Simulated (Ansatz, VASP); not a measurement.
## One calculation of Fe, two programs

```xyz
1
Lattice="0.0000 1.9021 1.9250 1.4679 0.0000 1.9250 1.4679 1.9021 0.0000" Properties=species:S:1:pos:R:3 pbc="T T T"
Fe    0.0000    0.0000    0.0000
```

Change from the starting cell: volume scaled by 0.94.

Alike in both runs: task single point; functional PBE; k mesh 16 × 16 × 16; occupations fermi-dirac, width 0.05 eV; collinear spin.

|  | VASP | Ansatz |
| --- | --- | --- |
| version | VASP 6.6.1 | Ansatz 0.2.0 |
| potentials or method | VASP PAW PBE potentials, release 64 (Fe), cutoff 520 eV | all-electron LAPW, scalar-relativistic |

```csv
,VASP,Ansatz,Ansatz less VASP
pressure (GPa),12.2,12.2,0.00
"traceless stress, the component that is largest in VASP (GPa)",-7.05,-7.27,-0.220
net moment per atom (μB),2.09,2.06,-0.028
size of the moment on the site where the two differ most (μB),2.08,2.11,+0.033
```

Site moments also hang on the region over which each program counts them. Ansatz ran all-electron here, and VASP with PAW potentials.
